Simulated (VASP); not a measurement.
Write the native input for VASP 6.6.1 that does the following.

```yaml
Task: single point
Functional: PBE
Potentials_or_basis: VASP PAW PBE potentials, release 64 (Ir)
Cutoff: 520 eV
k_mesh: 13 × 13 × 13
Occupations: fermi-dirac, width 0.1 eV
Spin: no spin polarisation
Dipole_correction: no
Further_INCAR_settings: ALGO = Normal; EDIFF = 1e-07; NBANDS = 10
```

The structure of Ir lies in POSCAR:

```
Ir
1.0
    2.5725744357      0.0000000000      0.0000000000
    0.0000000000      2.5725744357      0.0000000000
    0.0000000000      0.0000000000      2.5725744357
Ir
1
Direct
    0.0000000000      0.0000000000      0.0000000000
```

These files were run (other wordings do the same):

INCAR

```
SYSTEM = Ir
ALGO = Normal
EDIFF = 1E-7
ENCUT = 520
GGA = PE
ISIF = 2
ISMEAR = -1
LASPH = .TRUE.
LCHARG = .FALSE.
LREAL = .FALSE.
LWAVE = .FALSE.
NBANDS = 10
NELM = 60
PREC = Accurate
SIGMA = 0.1
```

KPOINTS

```
k-points
0
G
  13 13 13
  0 0 0
```

Potentials or basis: VASP PAW PBE potentials, release 64 (Ir).

Launch:

```sh
$ cat potpaw_PBE.64/Ir/POTCAR > POTCAR
$ mpirun -np 1 vasp_std > vasp.out
```

It gave:

```yaml
Pressure: 0.1 GPa
```

Wall time 22 s on 1 thread of AMD EPYC 7R13, on a shared host, peak memory 0.1 GiB.
